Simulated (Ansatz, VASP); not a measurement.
KMgF3: VASP beside Ansatz

INCAR

```
PREC = Accurate ; ENCUT = 520
EDIFF = 1E-6 ; ISMEAR = 0
SIGMA = 0.05 ; LREAL = False
LASPH = True ; NELM = 60
ALGO = Normal ; ISIF = 2
LWAVE = False ; LCHARG = True
GGA = PE ; LELF = True
LVHAR = True ; NBANDS = 24
```

The input KPOINTS:

```
regular mesh
0
Gamma
  6 6 6
```

POSCAR

```
KMgF3
1.0
    3.6670280000      0.0000000000      0.0000000000
    0.0000000000      3.6670280000      0.0000000000
    0.0000000000      0.0000000000      3.8264640000
K Mg F
1 1 3
Direct
    0.5000000000      0.5000000000      0.5000000000
    0.0000000000      0.0000000000      0.0000000000
    0.5000000000      0.0000000000      0.0000000000
    0.0000000000      0.5000000000      0.0000000000
    0.0000000000      0.0000000000      0.5000000000
```

Input for Ansatz:

```yaml
crystal:
  lattice:
    - [3.667028, 0.0, 0.0]
    - [0.0, 3.667028, 0.0]
    - [0.0, 0.0, 3.826464]
  atoms:
    - { symbol: K, position: [0.5, 0.5, 0.5] }
    - { symbol: Mg, position: [0.0, 0.0, 0.0] }
    - { symbol: F, position: [0.5, 0.0, 0.0] }
    - { symbol: F, position: [0.0, 0.5, 0.0] }
    - { symbol: F, position: [0.0, 0.0, 0.5] }
basis:
  ecutwfc: 420
kpoints:
  mp_grid: { grid: [6, 6, 6] }
hamiltonian:
  xc: pbe
scf:
  occupations: { method: gaussian, width: 0.05 }
output:
  forces: true
  stress: true
  eigenvalues: true
  write_density: true
  write_potential: true
  elf: true
  volumetric_format: npy
```

Change from the starting cell: strain -0.080 along x and y, -0.040 along z, atoms carried along.

Alike in both runs: task single point; functional PBE; k mesh 6 × 6 × 6; occupations gaussian, width 0.05 eV; no spin polarisation.

|  | VASP | Ansatz |
| --- | --- | --- |
| version | VASP 6.6.1 | Ansatz 0.2.0 |
| potentials or method | VASP PAW PBE potentials, release 64 (K_sv, Mg, F), cutoff 520 eV | scalar-relativistic, plane waves, PAW |
| valence electrons in the cell | 32 | 40 |

Ansatz gave:

```
gap on the k mesh at the Fermi level (eV)                     : 9.05
least direct gap on the mesh (eV)                             : 9.40
pressure (GPa)                                                : 30.8
traceless stress, the component that is largest in VASP (GPa) : -6.57
```

Problem. What did VASP give for the same quantities?

Solution. gap on the k mesh at the Fermi level (eV): 9.02; least direct gap on the mesh (eV): 9.38; pressure (GPa): 30.7; traceless stress, the component that is largest in VASP (GPa): -6.68.

Both programs put the cell under a high pressure, so it lies far from rest at this level. VASP's potentials hold 32 valence electrons a cell and Ansatz's 40, so a difference there can come from the potentials and not from the codes.
